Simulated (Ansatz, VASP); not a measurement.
# One calculation of Al2O3, two programs

File INCAR:

```
SYSTEM = Al2O3
PREC     = Accurate       ! precision mode
ENCUT    = 520            ! plane-wave cutoff, eV
EDIFF    = 1E-7           ! SCF threshold, eV
ISMEAR   = 0              ! smearing method
SIGMA    = 0.1            ! smearing width, eV
LREAL    = .FALSE.        ! projectors in reciprocal space
LASPH    = .TRUE.         ! aspherical terms in the spheres
NELM     = 100            ! most SCF steps
ALGO     = Normal         ! electronic algorithm
ISIF     = 2              ! what is computed and relaxed
LWAVE    = .FALSE.        ! write WAVECAR
LCHARG   = .FALSE.        ! write CHGCAR
GGA      = PE             ! functional
IVDW     = 12             ! dispersion correction
NBANDS   = 35             ! bands
```

Contents of KPOINTS:

```
regular mesh
0
G
  6 6 6
  0 0 0
```

The input POSCAR:

```
Al2O3
1.0
    2.3802500000      1.3742379782      4.3318666667
   -2.3802500000      1.3742379782      4.3318666667
    0.0000000000     -2.7484759565      4.3318666667
Al O
4 6
Direct
    0.3521600000      0.3521600000      0.3521600000
    0.1478400000      0.1478400000      0.1478400000
    0.6478400000      0.6478400000      0.6478400000
    0.8521600000      0.8521600000      0.8521600000
    0.5566800000      0.9433200000      0.2500000000
    0.2500000000      0.5566800000      0.9433200000
    0.9433200000      0.2500000000      0.5566800000
    0.4433200000      0.0566800000      0.7500000000
    0.7500000000      0.4433200000      0.0566800000
    0.0566800000      0.7500000000      0.4433200000
```

Input for Ansatz:

```yaml
crystal:
  lattice:
    - [2.38025, 1.3742379782, 4.3318666667]
    - [-2.38025, 1.3742379782, 4.3318666667]
    - [0.0, -2.7484759565, 4.3318666667]
  atoms:
    - { symbol: Al, position: [0.35216, 0.35216, 0.35216] }
    - { symbol: Al, position: [0.14784, 0.14784, 0.14784] }
    - { symbol: Al, position: [0.64784, 0.64784, 0.64784] }
    - { symbol: Al, position: [0.85216, 0.85216, 0.85216] }
    - { symbol: O, position: [0.55668, 0.94332, 0.25] }
    - { symbol: O, position: [0.25, 0.55668, 0.94332] }
    - { symbol: O, position: [0.94332, 0.25, 0.55668] }
    - { symbol: O, position: [0.44332, 0.05668, 0.75] }
    - { symbol: O, position: [0.75, 0.44332, 0.05668] }
    - { symbol: O, position: [0.05668, 0.75, 0.44332] }
basis:
  ecutwfc: 420
kpoints:
  mp_grid: { grid: [6, 6, 6] }
hamiltonian:
  xc: pbe
  dispersion: d3bj
scf:
  occupations: { method: gaussian, width: 0.1 }
output:
  forces: true
  stress: true
  eigenvalues: true
```

Alike in both runs: task single point; functional PBE; dispersion D3(BJ); k mesh 6 × 6 × 6; occupations gaussian, width 0.1 eV; no spin polarisation.

|  | VASP | Ansatz |
| --- | --- | --- |
| version | VASP 6.6.1 | Ansatz 0.2.0 |
| potentials or method | VASP PAW PBE potentials, release 64 (Al, O), cutoff 520 eV | scalar-relativistic, plane waves, PAW |
| valence electrons in the cell | 48 | 48 |

```csv
,VASP,Ansatz,Ansatz less VASP
gap on the k mesh at the Fermi level (eV),6.22,6.22,+0.002
least direct gap on the mesh (eV),6.22,6.22,+0.002
pressure (GPa),2.6,2.8,+0.14
"traceless stress, the component that is largest in VASP (GPa)",-0.39,-0.36,+0.031
rms of the force components (eV/Å),0.014,0.014,+0.0004
```

Atom by atom the forces differ by 0.001 eV/Å (rms over components).
